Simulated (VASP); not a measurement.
Crystal: ZnS.

```
Zn S
1.0
     3.58959   -0.02710    0.00000
    -1.81827    3.12223    0.00000
     0.00000    0.00000    5.88000
Zn S
2 2
Direct
  0.00000 0.00000 0.00000
  0.00000 0.00000 0.50000
  0.33510 0.66669 0.25000
  0.66490 0.33331 0.75000
```

This cell differs from its parent crystal: shear xy strain -1.5%.

Base run:

| Quantity | Value |
| --- | --- |
| Program | VASP 6.6.1 |
| Functional | PBE |
| Potentials or basis | VASP PAW PBE potentials, release 64 (Zn, S) |
| Cutoff | 520 eV |
| k mesh | 12 × 12 × 4 |
| Occupations | fermi-dirac, width 0.02 eV |
| Spin | no spin polarisation |

Its results: band gap on the k mesh 0.34 eV, indirect (least direct gap 1.64 eV); pressure 2.5 GPa.

The run is repeated on the same cell with these changes: functional from PBE to r2SCAN; occupations from fermi-dirac, width 0.02 eV to gaussian, width 0.01 eV. What comes out?

Band gap on the k mesh 0.78 eV, indirect (least direct gap 2.34 eV); pressure 0.2 GPa.

Caveats: the PAW data sets were made with another functional, which shifts forces and pressure a little (some runs).

A k mesh can miss the band edges.
